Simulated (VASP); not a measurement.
Crystal: B3As2.

```
B As
1.0
     1.56788    0.90522    7.26792
    -1.56788    0.90522    7.26792
     0.00000   -1.81043    7.26792
B As
3 2
Direct
  0.00000 0.00000 0.00000
  0.20950 0.20950 0.20950
  0.79050 0.79050 0.79050
  0.40000 0.40000 0.40000
  0.60000 0.60000 0.60000
```

- Program: VASP 6.6.1
- Task: relaxation of cell and atoms
- Functional: PBE
- Potentials or basis: VASP PAW PBE potentials, release 64 (B, As)
- Cutoff: 600 eV
- k mesh: 6 × 6 × 6
- Occupations: gaussian, width 0.1 eV
- Spin: no spin polarisation

At the start: pressure -3.5 GPa; volume 12.38 Å³/atom.

Problem. How do energy, volume and symmetry change on relaxing?

Solution. Over 16 steps the energy falls by 506.4 meV/atom and the volume is 11.52 Å³/atom (-6.9 %); space group R-3m (No. 166, to 0.05 Å).

The path:
| step | energy change (eV) | largest force (eV/Å) | pressure (GPa) | volume (Å³) |
| --- | --- | --- | --- | --- |
| 1 | 0.0000 | 0.9676 | -3.49 | 61.89 |
| 2 | -0.4451 | 1.4085 | -1.40 | 59.41 |
| 3 | -0.7824 | 1.7635 | 3.67 | 55.85 |
| 4 | -0.7939 | 1.7709 | 5.85 | 54.58 |
| 5 | -1.0362 | 1.4508 | 0.36 | 55.41 |
| 6 | -1.0754 | 1.1689 | -3.25 | 56.35 |
| 7 | -1.3528 | 1.1400 | -3.79 | 56.21 |
| 8 | -1.8485 | 2.0868 | -1.53 | 55.74 |
| 9 | -2.1561 | 1.2789 | 0.63 | 55.17 |
| 10 | -2.3963 | 0.1386 | 5.50 | 54.22 |
| 11 | -2.4050 | 0.4046 | 8.39 | 53.87 |
| 12 | -2.5242 | 0.2993 | 0.87 | 57.32 |
| 13 | -2.5258 | 0.2484 | -0.19 | 57.91 |
| 14 | -2.5259 | 0.2563 | -0.05 | 57.83 |
| 15 | -2.5309 | 0.1029 | -0.15 | 57.69 |
| 16 | -2.5318 | 0.0155 | -0.19 | 57.60 |

Final structure:
```
CELL_PARAMETERS angstrom
1.56054 0.90098 6.82819
-1.56054 0.90098 6.82819
0.00000 -1.80196 6.82819
ATOMIC_POSITIONS crystal
B 0.00000 0.00000 0.00000
B 0.16906 0.16906 0.16906
B 0.83094 0.83094 0.83094
As 0.39707 0.39707 0.39707
As 0.60293 0.60293 0.60293
```

Caveat: the k points lie up to 0.39 Å⁻¹ apart in the final cell.
